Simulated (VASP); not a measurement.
Crystal: SnO2.

```
Sn O
1.0
     4.76051    0.00000    0.00000
     0.00000    4.76070    0.00000
     0.00000    0.00000    3.20005
Sn O
2 4
Direct
  0.50000 0.50000 0.50000
  0.00000 0.00000 0.00000
  0.30583 0.30592 0.00000
  0.80583 0.19408 0.50000
  0.19417 0.80592 0.50000
  0.69417 0.69408 0.00000
```

Base run:

| Property | Result |
| --- | --- |
| Program | VASP 6.6.1 |
| Functional | r2SCAN |
| Potentials or basis | VASP PAW PBE potentials, release 64 (Sn_d, O) |
| Cutoff | 520 eV |
| k mesh | 4 × 4 × 6 |
| Occupations | gaussian, width 0.01 eV |
| Spin | no spin polarisation |

Its results: band gap on the k mesh 1.79 eV; pressure 1.1 GPa; largest force 0.024 eV/Å.

Q: After a change of settings the same cell gave: band gap on the k mesh 1.79 eV; pressure -0.3 GPa; largest force 0.023 eV/Å. Which change was it?
A. k mesh from 4 × 4 × 6 to 5 × 5 × 5
B. occupations from gaussian, width 0.01 eV to methfessel-paxton, width 0.5 eV
C. further incar settings from ALGO = Normal; EDIFF = 1e-07; NBANDS = 35 to ALGO = Normal; EDIFF = 1e-06; NBANDS = 35
D. dispersion from none to D3(BJ)

A: D.

Dispersion adds attraction, which lowers the pressure at fixed volume and, as a term added to the energy, leaves the levels alone.

Caveats: the PAW data sets were made with another functional, which shifts forces and pressure a little; spin-orbit coupling is left out, which moves the levels of the heavy elements.
